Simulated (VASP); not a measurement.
Runs of VASP 6.6.1 on KF. The structure is cubic, space group Fm-3m (No. 225). The conventional cell has a = 5.318 Å, b = 5.318 Å, c = 5.318 Å, α = 90.00°, β = 90.00°, γ = 90.00°. Within 3.5 Å of K (site symmetry m-3m) lie 6 F at 2.66 Å. Within 3.5 Å of F (site symmetry m-3m) lie 6 K at 2.66 Å. 

```tsv
level	potentials or basis	k mesh	grid for exact exchange (PRECFOCK)	share of exact exchange	screening parameter	gap on the mesh (eV)	pressure (GPa)
PBE	VASP PAW PBE potentials, release 64 (K_sv, F)	6 × 6 × 6	-	-	-	6.24	2.0
PBE	VASP PAW PBE potentials, release 64 (K_sv, F)	4 × 4 × 4	-	-	-	6.24	2.0
HSE06	VASP PAW PBE potentials, release 64 (K_sv, F)	4 × 4 × 4	Normal	0.25	0.2079 1/Å	8.24	1.1
r2SCAN	VASP PAW PBE potentials, release 64 (K_sv, F)	4 × 4 × 4	-	-	-	(a)	0.0
LDA	VASP PAW LDA potentials, release 64 (K_sv, F)	4 × 4 × 4	-	-	-	5.87	(b)
```

Alike in all rows: task single point; no spin polarisation; cell as given; cutoff (eV) 520; smearing gaussian 0.01 eV.

Task: Fill in the values left out.

Result: (a) 6.91; (b) -3.0.

Caveats: some runs use coarse meshes; the PAW data sets were made with another functional, which shifts forces and pressure a little (at least some runs).

